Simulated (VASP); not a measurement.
# Be3CdSe4 (Pmn2_1) in VASP: further runs

Runs on Be3CdSe4. Level: PBE. Tasks: single point, relaxation of cell and atoms.

Program: VASP 6.6.1. These are calculated values, not measurements. Logs are shortened: lines on timing, memory, paths and dates and some standing lists are left out, and cuts for length are marked.

## 1. The cell of the first run

It takes space group Pmn2_1 (No. 31, orthorhombic). Conventional cell: a = 7.670 Å, b = 6.605 Å, c = 6.291 Å, α = 90.00°, β = 90.00°, γ = 90.00°. Within 2.9 Å of Be (site symmetry m) lie 4 Se at 2.23 to 2.28 Å. Be (site symmetry 1) has 4 Se at 2.24 to 2.31 Å within 3.0 Å. Cd (site symmetry m) has 4 Se at 2.63 to 2.64 Å within 3.5 Å. Se (site symmetry m) has 3 Be at 2.27 Å and 1 Cd at 2.64 Å within 3.0 Å. Se (site symmetry 1) has 3 Be at 2.23 to 2.27 Å and 1 Cd at 2.63 Å within 2.9 Å. Within 3.0 Å of Se (site symmetry m) lie 3 Be at 2.28 to 2.31 Å and 1 Cd at 2.63 Å.

## 2. Single point, PBE

File INCAR:

```
SYSTEM = Be3CdSe4
  PREC = Accurate
  ENCUT = 520
  EDIFF = 1E-7
  ISMEAR = 0
  SIGMA = 0.02
  LREAL = Auto
  LASPH = .TRUE.
  NELM = 80
  ALGO = Normal
  ISIF = 2
  LWAVE = .FALSE.
  LCHARG = .FALSE.
  GGA = PE
  NBANDS = 56
```

File KPOINTS:

```
Automatic mesh
0
G
  4 4 4
  0 0 0
```

File POSCAR:

```
Be3CdSe4
1.0
    7.6704041967      0.0000000000      0.0000000000
    0.0000000000      6.6053454958      0.0000000000
    0.0000000000      0.0000000000      6.2905973607
Be Cd Se
6 2 8
Direct
    0.0000000000      0.1827903896      0.4975575055
    0.2492937499      0.6614713032      0.4972046811
    0.7507062501      0.6614713032      0.4972046811
    0.5000000000      0.8172096104      0.9975575055
    0.7492937499      0.3385286968      0.9972046811
    0.2507062501      0.3385286968      0.9972046811
    0.5000000000      0.1622374919      0.5030763178
    0.0000000000      0.8377625081      0.0030763178
    0.0000000000      0.2123309884      0.8567099679
    0.2763463923      0.6488475472      0.8560674230
    0.7236536077      0.6488475472      0.8560674230
    0.0000000000      0.8448936078      0.4211120005
    0.5000000000      0.7876690116      0.3567099679
    0.7763463923      0.3511524528      0.3560674230
    0.2236536077      0.3511524528      0.3560674230
    0.5000000000      0.1551063922      0.9211120005
```

Potentials or basis: VASP PAW PBE potentials, release 64 (Be, Cd, Se).

Launch:

```console
cat potpaw_PBE.64/Be/POTCAR potpaw_PBE.64/Cd/POTCAR potpaw_PBE.64/Se/POTCAR > POTCAR
mpirun -np 1 vasp_std > vasp.out
```

OUTCAR:

```text
SYSTEM = Be3CdSe4
   PREC = Accurate
   ENCUT = 520
   EDIFF = 1E-7
   ISMEAR = 0
   LREAL = Auto
   LASPH = .TRUE.
   NELM = 80
   ISIF = 2
   GGA = PE

 ion  position               nearest neighbor table
   1  0.000  0.183  0.498-  14 2.23  15 2.23   9 2.27  12 2.28
   2  0.249  0.661  0.497-  15 2.24  10 2.27  13 2.27  12 2.31
   3  0.751  0.661  0.497-  14 2.24  11 2.27  13 2.27  12 2.31
   4  0.500  0.817  0.998-  10 2.23  11 2.23  13 2.27  16 2.28
   5  0.749  0.339  0.997-  11 2.24  14 2.27   9 2.27  16 2.31
   6  0.251  0.339  0.997-  10 2.24  15 2.27   9 2.27  16 2.31
[... 8 lines left out ...]
  15  0.224  0.351  0.356-   1 2.23   2 2.24   6 2.27   7 2.63
  16  0.500  0.155  0.921-   4 2.28   5 2.31   6 2.31   7 2.63

  LATTYP: Found a simple orthorhombic cell.
 ALAT       =     6.2905973607
 B/A-ratio  =     1.0500346974
 C/A-ratio  =     1.2193443256

  Lattice vectors:

 A1 = (   0.0000000000,   0.0000000000,  -6.2905973607)
 A2 = (   0.0000000000,   6.6053454958,   0.0000000000)
 A3 = (   7.6704041967,   0.0000000000,   0.0000000000)

Analysis of symmetry for initial positions (statically):
=====================================================================
 Subroutine PRICEL returns:
 Original cell was already a primitive cell.

 Routine SETGRP: Setting up the symmetry group for a
 simple orthorhombic supercell.

 Subroutine GETGRP returns: Found  4 space group operations
 (whereof  2 operations were pure point group operations)
 out of a pool of  8 trial point group operations.

The static configuration has the point symmetry C_1h.
 The point group associated with its full space group is C_2v.

Analysis of symmetry for dynamics (positions and initial velocities):
=====================================================================
 Subroutine PRICEL returns:
 Original cell was already a primitive cell.

 Routine SETGRP: Setting up the symmetry group for a
 simple orthorhombic supercell.

 Subroutine GETGRP returns: Found  4 space group operations
 (whereof  2 operations were pure point group operations)
 out of a pool of  8 trial point group operations.

The dynamic configuration has the point symmetry C_1h.
 The point group associated with its full space group is C_2v.

 Subroutine INISYM returns: Found  4 space group operations
 (whereof  2 operations are pure point group operations),
 and found     1 'primitive' translations

----------------------------------------------------------------------------------------

                                     Primitive cell

  volume of cell :     318.7173

  direct lattice vectors                    reciprocal lattice vectors
     7.670404197  0.000000000  0.000000000     0.130371226  0.000000000  0.000000000
     0.000000000  6.605345496  0.000000000     0.000000000  0.151392535  0.000000000
     0.000000000  0.000000000  6.290597361     0.000000000  0.000000000  0.158967415

  length of vectors
     7.670404197  6.605345496  6.290597361     0.130371226  0.151392535  0.158967415

  position of ions in fractional coordinates (direct lattice)
     0.000000000  0.182790390  0.497557505
     0.249293750  0.661471303  0.497204681
     0.750706250  0.661471303  0.497204681
     0.500000000  0.817209610  0.997557505
     0.749293750  0.338528697  0.997204681
     0.250706250  0.338528697  0.997204681
[... 8 lines left out ...]
     0.223653608  0.351152453  0.356067423
     0.500000000  0.155106392  0.921112001

  ion indices of the primitive-cell ions
   primitive index   ion index
                 1           1
                 2           2
                 3           3
                 4           4
                 5           5
                 6           6
[... 8 lines left out ...]
                15          15
                16          16

----------------------------------------------------------------------------------------

 KPOINTS: Automatic mesh

Automatic generation of k-mesh.
 Grid dimensions read from file:
 generate k-points for:    4    4    4

 Generating k-lattice:

  Cartesian coordinates                     Fractional coordinates (reciprocal lattice)
     0.032592807  0.000000000  0.000000000     0.250000000  0.000000000  0.000000000
     0.000000000  0.037848134  0.000000000     0.000000000  0.250000000  0.000000000
     0.000000000  0.000000000  0.039741854     0.000000000  0.000000000  0.250000000

  Length of vectors
     0.032592807  0.037848134  0.039741854

  Shift w.r.t. Gamma in fractional coordinates (k-lattice)
     0.000000000  0.000000000  0.000000000

 Subroutine IBZKPT returns following result:
 ===========================================

 Found     27 irreducible k-points:

 Following reciprocal coordinates:
            Coordinates               Weight
  0.000000  0.000000  0.000000      1.000000
  0.250000  0.000000  0.000000      2.000000
  0.500000  0.000000  0.000000      1.000000
  0.000000  0.250000  0.000000      2.000000
  0.250000  0.250000  0.000000      4.000000
  0.500000  0.250000  0.000000      2.000000
[... 16 lines left out ...]
  0.250000  0.250000  0.500000      4.000000
  0.500000  0.250000  0.500000      2.000000
 [... further k-points ...]
   k-points           NKPTS =     27   k-points in BZ     NKDIM =     27   number of bands    NBANDS=     56
   number of dos      NEDOS =    301   number of ions     NIONS =     16
   total plane-waves  NPLWV = 144000
   dimension x,y,z NGX =    60 NGY =   50 NGZ =   48
   dimension x,y,z NGXF=   120 NGYF=  100 NGZF=   96
   ions per type =               6   2   8
   NGX,Y,Z   is equivalent  to a cutoff of  13.00, 12.58, 12.69 a.u.
   NGXF,Y,Z  is equivalent  to a cutoff of  26.01, 25.17, 25.37 a.u.
 SYSTEM =  Be3CdSe4
   PREC   = accura    normal or accurate (medium, high low for compatibility)
   ISTART =      0    job   : 0-new  1-cont  2-samecut
   ICHARG =      2    charge: 1-file 2-atom 10-const
   ISPIN  =      1    spin polarized calculation?
   LNONCOLLINEAR =      F non collinear calculations
   LSORBIT =      F    spin-orbit coupling
   LASPH  =      T    aspherical Exc in radial PAW
   ENCUT  =  520.0 eV  38.22 Ry    6.18 a.u.  14.26 12.28 11.70*2*pi/ulx,y,z
   NELM   =     80;   NELMIN=  2; NELMDL= -5     # of ELM steps
   EDIFF  = 0.1E-06   stopping-criterion for ELM
   LREAL  =      T    real-space projection
   EDIFFG = 0.1E-05   stopping-criterion for IOM
   NSW    =      0    number of steps for IOM
   IBRION =     -1    ionic relax: 0-MD 1-quasi-New 2-CG
   NFREE  =      0    steps in history (QN), initial steepest desc. (CG)
   ISIF   =      2    stress and relaxation
   ISYM   =      2    0-nonsym 1-usesym 2-fastsym
   POTIM  = 0.5000    time-step for ionic-motion
   TEBEG  =    0.0;   TEEND  =   0.0 temperature during run
   PSTRESS=    0.0 pullay stress
   NELECT =      84.0000    total number of electrons
   NUPDOWN=      -1.0000    fix difference up-down
   EMIN   =  10.00;   EMAX   =-10.00  energy-range for DOS
   EFERMI =   0.00;   METHOD = LEGACY
   ISMEAR =     0;   SIGMA  =   0.02  broadening in eV -4-tet -1-fermi 0-gaus
   EFERMI_NEDOS =   21; number of points for ismear=-14 and -15
   IALGO  =     38    algorithm
   IMIX   =      4    mixing-type and parameters
     AMIX     =   0.40;   BMIX     =  1.00
     AMIX_MAG =   1.60;   BMIX_MAG =  1.00
  volume/ion in A,a.u.               =      19.92       134.43
  Fermi-wavevector in a.u.,A,eV,Ry     =   1.049621  1.983497 14.989609  1.101705
  Thomas-Fermi vector in A             =   2.184592
   LORBIT       =      0    0 simple, 1 ext, 2 COOP (PROOUT), +10 PAW based schemes
   GGA     = PE    functional components
   LHFCALC =     F    Hartree Fock is set to
   AEXX    =    0.0000 exact exchange contribution
   IVDW    =     0    specifies the selected vdW correction
   LEPSILON=     F    determine dielectric tensor
   LRPA    =     F    only Hartree local field effects (RPA)
 non-spin polarized calculation
 Gauss-broadening in eV      SIGMA  =   0.02
  energy-cutoff  :      520.00
  volume of cell :      318.72
 maximum number of plane-waves:      8632
 NGX is ok and might be reduce to    60
   NGX = 29   NGY = 25   NGZ = 23

 number of electron      83.9999993 magnetization

 Free energy of the ion-electron system (eV)
  ---------------------------------------------------
  ext. energy  EPLUGINS =         0.00000000
  ---------------------------------------------------
  free energy    TOTEN  =       -63.44138065 eV

  energy without entropy =      -63.44138065  energy(sigma->0) =      -63.44138065

 E-fermi :   2.6948     XC(G=0):  -9.2636

 val. band max:        2.5528285858   @ k =   0.0000   0.0000   0.0000
 cond. band min:       5.0588729562   @ k =   0.0000   0.0000   0.0000
 fundamental gap:      2.5060443704
 Fermi energy:         2.6947837909

 k-point     1 :       0.0000    0.0000    0.0000
  band No.  band energies     occupation
      1     -10.8893      2.00000
      2     -10.0006      2.00000
      3      -9.9081      2.00000
      4      -9.8460      2.00000
      5      -9.7387      2.00000
      6      -9.5391      2.00000
[... 46 lines left out ...]
     53       8.1937      0.00000
     54       8.1950      0.00000

 k-point     2 :       0.2500    0.0000    0.0000
  band No.  band energies     occupation
      1     -10.8094      2.00000
      2     -10.2729      2.00000
      3      -9.8028      2.00000
      4      -9.7728      2.00000
      5      -9.6331      2.00000
      6      -9.5787      2.00000
[... 46 lines left out ...]
     53       8.0184      0.00000
     54       8.0748      0.00000
[... 1195 lines left out ...]
     53       7.8848      0.00000
     54       7.8848      0.00000

 k-point    24 :       0.5000    0.2500    0.5000
  band No.  band energies     occupation
      1     -10.2029      2.00000
      2     -10.2029      2.00000
      3     -10.0506      2.00000
      4     -10.0506      2.00000
      5      -9.7178      2.00000
      6      -9.7178      2.00000
[... 46 lines left out ...]
     53       8.1209      0.00000
     54       8.1209      0.00000

 [... further k-points ...]

 [bands above 54 left out]

------------------------ aborting loop because EDIFF is reached ----------------------------------------

  FORCE on cell =-STRESS in cart. coord.  units (eV):
  Direction    XX          YY          ZZ          XY          YZ          ZX
  --------------------------------------------------------------------------------------
  -------------------------------------------------------------------------------------
  Total        0.4131659      0.4346479      0.4231986      0.0000000      0.0000000      0.0000000
  in kB        2.0769661      2.1849549      2.1273996      0.0000000      0.0000000      0.0000000
  external PRESSURE =       2.1297736 kB  Pullay stress =       0.0000000 kB

 VOLUME and BASIS-vectors are now :
 -----------------------------------------------------------------------------
  energy-cutoff  :      520.00
  volume of cell :      318.72
      direct lattice vectors                 reciprocal lattice vectors
     7.670404197  0.000000000  0.000000000     0.130371226  0.000000000  0.000000000
     0.000000000  6.605345496  0.000000000     0.000000000  0.151392535  0.000000000
     0.000000000  0.000000000  6.290597361     0.000000000  0.000000000  0.158967415

 POSITION                                       TOTAL-FORCE (eV/Angst)
 -----------------------------------------------------------------------------------
      0.00000      1.20739      3.12993         0.000000     -0.008164      0.001568
      1.91218      4.36925      3.12771        -0.002206      0.006871     -0.000508
      5.75822      4.36925      3.12771         0.002206      0.006871     -0.000508
      3.83520      5.39795      6.27523         0.000000      0.008164      0.001568
      5.74739      2.23610      6.27301        -0.002206     -0.006871     -0.000508
      1.92302      2.23610      6.27301         0.002206     -0.006871     -0.000508
[... 8 lines left out ...]
      1.71551      2.31948      2.23988        -0.018437      0.007330     -0.012519
      3.83520      1.02453      5.79434         0.000000     -0.009020      0.028339
 -----------------------------------------------------------------------------------
    total drift:                               -0.000000      0.000000      0.013266

  FREE ENERGIE OF THE ION-ELECTRON SYSTEM (eV)
  ---------------------------------------------------
  free  energy   TOTEN  =       -63.4413806525 eV

  energy  without entropy=      -63.4413806525  energy(sigma->0) =      -63.44138065
```

Run time: 9.3 min. Hardware: 1 thread of Intel Xeon Platinum 8488C (Sapphire Rapids), shared host; peak memory 0.53 GiB.

Results:

| Quantity | Value |
| --- | --- |
| Free energy | -63.4414 eV |
| Pressure | 0.2 GPa |
| Largest force | 0.030 eV/Å |
| Band gap on the k mesh | 2.51 eV, direct |

Forces in eV/Å, atoms in the order of the input:
```
Be   0.000 -0.008  0.002
Be  -0.002  0.007 -0.001
Be   0.002  0.007 -0.001
Be   0.000  0.008  0.002
Be  -0.002 -0.007 -0.001
Be   0.002 -0.007 -0.001
Cd   0.000 -0.004  0.005
Cd   0.000  0.004  0.005
Se   0.000  0.010 -0.009
Se   0.018 -0.007 -0.013
Se  -0.018 -0.007 -0.013
Se   0.000  0.009  0.028
Se   0.000 -0.010 -0.009
Se   0.018  0.007 -0.013
Se  -0.018  0.007 -0.013
Se   0.000 -0.009  0.028
```

(Continued in part 2 of 2.)
